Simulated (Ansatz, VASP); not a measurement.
# Two plane-wave programs on GaB

POSCAR

```
GaB
1.0
    2.7182400000      0.0000000000      0.0000000000
    0.0000000000      2.7182400000      0.0000000000
    0.0000000000      0.0000000000      3.2362100000
Ga B
1 1
Direct
    0.5000000000      0.5000000000      0.5000000000
    0.0000000000      0.0000000000      0.0000000000
```

Contents of INCAR.step1:

```
ALGO     = Normal         # electronic algorithm
EDIFF    = 1E-5           # SCF threshold, eV
ENCUT    = 600            # plane-wave cutoff, eV
GGA      = PE             # functional
ISMEAR   = -1             # smearing method
LASPH    = True           # aspherical terms in the spheres
LCHARG   = False          # write CHGCAR
LREAL    = False          # projectors in reciprocal space
LWAVE    = True           # write WAVECAR
NBANDS   = 15             # bands
NELM     = 100            # most SCF steps
PREC     = Accurate       # precision mode
SIGMA    = 0.05           # smearing width, eV
```

Contents of INCAR.step2:

```
AEXX     = 0.25           # exact-exchange fraction
ALGO     = Normal         # electronic algorithm
EDIFF    = 1E-6           # SCF threshold, eV
EDIFFG   = -0.01          # ionic threshold
ENCUT    = 600            # plane-wave cutoff, eV
GGA      = PS             # functional
IBRION   = 2              # ionic algorithm
ISIF     = 3              # what is computed and relaxed
ISMEAR   = -1             # smearing method
ISTART   = 1            
LASPH    = True           # aspherical terms in the spheres
LCHARG   = False          # write CHGCAR
LHFCALC  = True           # exact exchange
LREAL    = False          # projectors in reciprocal space
LWAVE    = False          # write WAVECAR
NELM     = 100            # most SCF steps
NSW      = 60             # ionic steps
PREC     = Accurate       # precision mode
PRECFOCK = Normal       
SIGMA    = 0.05           # smearing width, eV
```

Contents of KPOINTS:

```
k-points
0
Gamma
  5 5 4
```

input

```
crystal:
  lattice:
    - [2.71824, 0.0, 0.0]
    - [0.0, 2.71824, 0.0]
    - [0.0, 0.0, 3.23621]
  atoms:
    - { symbol: Ga, position: [0.5, 0.5, 0.5] }
    - { symbol: B, position: [0.0, 0.0, 0.0] }
hamiltonian:
  xc: { exchange: pbesol, correlation: pbesol, exx: { coeff: 0.25 } }
  pseudopotentials: { kind: paw }
kpoints:
  mp_grid: { grid: [5, 5, 4] }
scf:
  occupations: { method: fermi_dirac, width: 0.05 }
output:
  forces: true
  stress: true
  eigenvalues: true
relax:
  f_tol: 0.01
  max_steps: 40
  cell: { stress_tol: 0.05 }
```

Alike in both runs: task relaxation of cell and atoms; functional PBEsol-based global hybrid with a share of 0.25 of exact exchange; k mesh 5 × 5 × 4; occupations fermi-dirac, width 0.05 eV; no spin polarisation.

```csv
,VASP,Ansatz
version,VASP 6.6.1,Ansatz 0.2.0
potentials or method,"VASP PAW PBE potentials, release 64 (Ga_d, B)",Ansatz PAW
plane-wave cutoff (eV),600,420
valence electrons in the cell,16,16
```

```csv
,VASP,Ansatz,Ansatz less VASP
"gap on the k mesh at the Fermi level, each at its own relaxed structure (eV)",none,none,-
relaxed volume (Å³/atom),11.23,11.22,-0.007
relaxed length of the cell vector where the two differ most in proportion (Å),3.152,3.151,-0.0006
```

VASP's potentials were made for PBE, not for PBEsol-based global hybrid. A gap of «none» marks a metal or a gap that the smearing closes.

The k mesh is coarse, so the values compare programs but aren't converged. Noted on Ansatz's run: the plane-wave basis is chosen anew once the cell has moved, so the energies of steps on either side of that aren't comparable.
